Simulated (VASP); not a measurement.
Here is a VASP 6.6.1 calculation.

The input INCAR:

```
SYSTEM = Ag
PREC     = Accurate       ! precision mode
ENCUT    = 520            ! plane-wave cutoff, eV
EDIFF    = 1E-6           ! SCF threshold, eV
ISMEAR   = -1             ! smearing method
SIGMA    = 0.1            ! smearing width, eV
LREAL    = .FALSE.        ! projectors in reciprocal space
LASPH    = .TRUE.         ! aspherical terms in the spheres
NELM     = 80             ! most SCF steps
ALGO     = Normal         ! electronic algorithm
ISIF     = 2              ! what is computed and relaxed
LWAVE    = .FALSE.        ! write WAVECAR
LCHARG   = .FALSE.        ! write CHGCAR
GGA      = RP             ! functional
NBANDS   = 30             ! bands
```

KPOINTS

```
regular mesh
0
G
  14 14 4
  0 0 0
```

POSCAR

```
Ag
1.0
    3.0459002224      0.0000000000      0.0000000000
   -1.5229501112      2.6378269700      0.0000000000
    0.0000000000      0.0000000000     10.0496610192
Ag
4
Direct
    0.3333333333      0.6666666667      0.2500000000
    0.6666666667      0.3333333333      0.7500000000
    0.0000000000      0.0000000000      0.0000000000
    1.0000000000      1.0000000000      0.5000000000
```

Potentials or basis: VASP PAW PBE potentials, release 64 (Ag).

Run with:

```sh
$ cat potpaw_PBE.64/Ag/POTCAR > POTCAR
$ mpirun -np 1 vasp_std > vasp.out
```

Q: Predict the band gap on the k mesh.

A: Zero (bands 22 and 23 overlap by 5.61 eV).

Q: What does it give for the pressure?

A: -4.4 GPa.

Stress tensor (GPa, compression positive):
```
-4.22  0.00  0.00
 0.00 -4.22  0.00
 0.00  0.00 -4.89
```

Caveat: the cell stands under tension; the PAW data sets were made with another functional, which shifts forces and pressure a little.
